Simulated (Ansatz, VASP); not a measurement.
# Two plane-wave programs on MoS2

```xyz
3
Lattice="1.4977 0.8647 5.5660 -1.4977 0.8647 5.5660 0.0000 -1.7295 5.5660" Properties=species:S:1:pos:R:3 pbc="T T T"
Mo    0.0000    0.0000    0.0003
S     0.0000    0.0000   12.5826
S     0.0000    0.0000    9.6807
```

Alike in both runs: task single point; functional PBE; dispersion D3(BJ); k mesh 12 × 12 × 12; occupations gaussian, width 0.05 eV; no spin polarisation.

|  | VASP | Ansatz |
| --- | --- | --- |
| version | VASP 6.6.1 | Ansatz 0.2.0 |
| potentials or method | VASP PAW PBE potentials, release 64 (Mo_sv, S), cutoff 520 eV | scalar-relativistic, plane waves, PAW |
| valence electrons in the cell | 26 | 26 |

Ansatz gave:

| Item | Value |
| --- | --- |
| gap on the k mesh at the Fermi level (eV) | 0.44 |
| least direct gap on the mesh (eV) | 1.93 |
| rms of the force components (eV/Å) | 1.881 |

Q: What did VASP give for the same quantities?

A: gap on the k mesh at the Fermi level (eV): 0.47; least direct gap on the mesh (eV): 1.95; rms of the force components (eV/Å): 1.860.

Atom by atom the forces differ by 0.021 eV/Å (rms over components).
